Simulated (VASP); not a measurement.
Here is a VASP 6.6.1 calculation.

Contents of INCAR:

```
PREC = Accurate
ENCUT = 520
EDIFF = 1E-7
ISMEAR = 0
SIGMA = 0.1
LREAL = F
LASPH = T
NELM = 80
ALGO = Normal
ISIF = 2
LWAVE = F
LCHARG = F
GGA = PS
NBANDS = 21
```

KPOINTS

```
regular mesh
0
Gamma
  12 12 8
```

POSCAR

```
Sn
1.0
    3.3419930131      0.0000000000      0.0000000000
   -1.6709965065      2.8942508486      0.0000000000
    0.0000000000      0.0000000000      5.4265632073
Sn
2
Direct
    0.3333333333      0.6666666667      0.2500000000
    0.6666666667      0.3333333333      0.7500000000
```

Potentials or basis: VASP PAW PBE potentials, release 64 (Sn_d).

Launch:

```bash
$ cat potpaw_PBE.64/Sn_d/POTCAR > POTCAR
$ mpirun -np 1 vasp_std > vasp.out
```

Problem. Estimate the band gap on the k mesh.

Solution. Zero (bands 14 and 15 overlap by 8.52 eV).

Problem. Predict the pressure.

Solution. -0.1 GPa.

Stress tensor (GPa, compression positive):
```
-0.15  0.00  0.00
 0.00 -0.15  0.00
 0.00  0.00 -0.02
```

Caveat: the PAW data sets were made with another functional, which shifts forces and pressure a little; spin-orbit coupling is left out, which moves the levels of the heavy elements.
